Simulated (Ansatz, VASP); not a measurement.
**Pb: VASP beside Ansatz**

Contents of INCAR:

```
ALGO = Normal
EDIFF = 1E-7
ENCUT = 520
ISIF = 2
ISMEAR = -1
LASPH = T
LCHARG = T
LELF = T
LREAL = F
LVHAR = T
LWAVE = F
NBANDS = 21
NELM = 60
PREC = Accurate
SIGMA = 0.05
```

File KPOINTS:

```
k-points
0
Gamma
  8 8 8
```

The input POSCAR:

```
Pb
1.0
    0.0000000000      3.4617755540      3.4617755540
    3.4617755540      0.0000000000      3.4617755540
    3.4617755540      3.4617755540      0.0000000000
Pb
2
Direct
    0.0000000000      0.0000000000      0.0000000000
    0.2500000000      0.2500000000      0.2500000000
```

Input for Ansatz:

```yaml
crystal:
  lattice:
    - [0.0, 3.461775554, 3.461775554]
    - [3.461775554, 0.0, 3.461775554]
    - [3.461775554, 3.461775554, 0.0]
  atoms:
    - { symbol: Pb, position: [0.0, 0.0, 0.0] }
    - { symbol: Pb, position: [0.25, 0.25, 0.25] }
kpoints:
  mp_grid: { grid: [8, 8, 8] }
  band_path:
    path:
      - [0.0, 0.0, 0.0]
      - [0.5, 0.0, 0.5]
      - [0.625, 0.25, 0.625]
      - [0.375, 0.375, 0.75]
      - [0.0, 0.0, 0.0]
      - [0.5, 0.5, 0.5]
      - [0.5, 0.25, 0.75]
      - [0.5, 0.0, 0.5]
    npoints: 5
scf:
  occupations: { method: fermi_dirac, width: 0.05 }
hamiltonian:
  xc: lda
  pseudopotentials: { kind: all_electron, lapw: { basis_error: 0.00025 } }
output:
  forces: true
  stress: true
  eigenvalues: true
```

Change from the starting cell: volume scaled by 1.02.

Alike in both runs: task single point; functional LDA; k mesh 8 × 8 × 8; occupations fermi-dirac, width 0.05 eV; no spin polarisation.

|  | VASP | Ansatz |
| --- | --- | --- |
| version | VASP 6.6.1 | Ansatz 0.2.0 |
| potentials or method | VASP PAW LDA potentials, release 64 (Pb_d), cutoff 520 eV | all-electron LAPW, scalar-relativistic |

```tsv
	VASP	Ansatz	Ansatz less VASP
pressure (GPa)	-1.3	-1.3	-0.01
```

LDA's correlation is that of Perdew and Zunger in VASP and of Perdew and Wang (1992) in Ansatz. Ansatz ran all-electron here, and VASP with PAW potentials.

Spin-orbit coupling is off throughout.
